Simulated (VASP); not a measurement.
Input of a VASP 6.6.1 run:

The input INCAR:

```
SYSTEM = Eu
PREC = Accurate
ENCUT = 520
EDIFF = 1E-6
ISMEAR = 0
SIGMA = 0.1
LREAL = .FALSE.
LASPH = .TRUE.
NELM = 150
ALGO = Fast
ISIF = 2
LWAVE = .FALSE.
LCHARG = .TRUE.
ISPIN = 2
MAGMOM = 7.71
LORBIT = 11
LMAXMIX = 6
GGA = PE
LELF = .TRUE.
LVHAR = .TRUE.
NBANDS = 18
```

Contents of KPOINTS:

```
Automatic mesh
0
G
  14 14 14
  0 0 0
```

File POSCAR:

```
Eu
1.0
   -2.1925161644      2.1925161644      2.1925161644
    2.1925161644     -2.1925161644      2.1925161644
    2.1925161644      2.1925161644     -2.1925161644
Eu
1
Direct
    0.0000000000      0.0000000000      0.0000000000
```

Potentials or basis: VASP PAW PBE potentials, release 64 (Eu).

Run with:

```bash
$ cat potpaw_PBE.64/Eu/POTCAR > POTCAR
$ mpirun -np 1 vasp_std > vasp.out
```

Question: Predict the pressure.

Answer: -0.4 GPa.

Question: Estimate the net moment.

Answer: 7.25 μB per cell.

 The state reached can hang on the start; a lower one may exist.
